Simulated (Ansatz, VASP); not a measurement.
**In: VASP beside Ansatz**

```
CELL_PARAMETERS angstrom
0.00000 2.33972 2.33972
2.33972 0.00000 2.33972
2.33972 2.33972 0.00000
ATOMIC_POSITIONS crystal
In 0.00000 0.00000 0.00000
```

Alike in both runs: functional PBEsol; k mesh 16 × 16 × 16; occupations gaussian, width 0.1 eV; no spin polarisation.

Ansatz relaxed the structure, and its values are those at the end. VASP's run is a single point on that final structure, the one shown.

|  | VASP | Ansatz |
| --- | --- | --- |
| version | VASP 6.6.1 | Ansatz 0.2.0 |
| potentials or method | VASP PAW PBE potentials, release 64 (In_d), cutoff 520 eV | scalar-relativistic, plane waves, PAW |
| valence electrons in the cell | 13 | 13 |

```tsv
	VASP	Ansatz	Ansatz less VASP
gap on the k mesh at the Fermi level (eV)	none	none	-
pressure (GPa)	0.0	0.0	+0.02
```

VASP's potentials were made for PBE, not for PBEsol. A gap of «none» marks a metal or a gap that the smearing closes.
